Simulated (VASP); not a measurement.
Na3TlC: single point with PBE

Na3TlC:

```
Na Tl C
1.0
     4.24592    0.00000    0.00000
     0.00000    4.24592    0.00000
     0.00000    0.00000    7.24714
Na Tl C
3 1 1
Direct
  0.50000 0.00000 0.96608
  0.00000 0.50000 0.96608
  0.00000 0.00000 0.29116
  0.00000 0.00000 0.66357
  0.50000 0.50000 0.68934
```

The cell was generated, and may not be a known phase.

```json
{
  "Program": "VASP 6.6.1",
  "Task": "single point",
  "Functional": "PBE",
  "Potentials or basis": "VASP PAW PBE potentials, release 64 (Na_pv, Tl_d, C)",
  "Cutoff": "520 eV",
  "k mesh": "4 × 4 × 4",
  "Occupations": "gaussian, width 0.1 eV",
  "Spin": "no spin polarisation",
  "Dipole correction": "no",
  "Further INCAR settings": "ALGO = Normal; EDIFF = 1e-07; NBANDS = 27"
}
```

```json
{"Pressure": "0.7 GPa", "Largest force": "0.552 eV/Å", "Band gap on the k mesh": "zero (bands 19 and 20 overlap by 1.00 eV)"}
```

Forces in eV/Å, atoms in the order of the input:
```
Na   0.000  0.000 -0.372
Na   0.000  0.000 -0.372
Na   0.000  0.000 -0.083
Tl   0.000  0.000  0.274
C    0.000  0.000  0.552
```

Stress tensor (GPa, compression positive):
```
-1.50  0.00  0.00
 0.00 -1.50  0.00
 0.00  0.00  5.07
```

Levels at points of the mesh, in eV from the Fermi level:
```csv
k point,band 15,band 16,band 17,band 18,band 19,band 20,band 21,band 22,band 23,band 24
"(0.00, 0.00, 0.00)",-9.23,-4.58,-2.36,-1.48,-0.53,-0.53,1.62,4.95,4.95,5.58
"(0.50, 0.00, 0.00)",-8.42,-6.28,-0.67,-0.41,0.03,0.29,0.41,1.45,2.46,3.78
"(0.50, 0.50, 0.00)",-7.81,-5.26,-2.19,-2.19,-0.23,0.68,2.05,2.05,2.08,2.16
"(0.00, 0.00, 0.50)",-9.21,-4.51,-3.20,-0.53,-0.53,0.01,2.12,2.50,5.10,5.10
"(0.50, 0.00, 0.50)",-8.42,-6.25,-1.34,-1.08,0.42,1.12,1.28,1.68,2.58,3.84
"(0.50, 0.50, 0.50)",-7.81,-5.24,-2.16,-2.16,-0.37,0.00,1.72,1.72,2.71,3.65
```

It took 48 s on 1 thread of Intel(R) Xeon(R) Platinum 8259CL CPU @ 2.50GHz (Skylake/Cascade Lake) (shared host), peak memory 0.25 GiB.

Caveat: the k points lie up to 0.37 Å⁻¹ apart, too coarse for converged energies and pressures of a metal; spin-orbit coupling is left out, which moves the levels of the heavy elements.
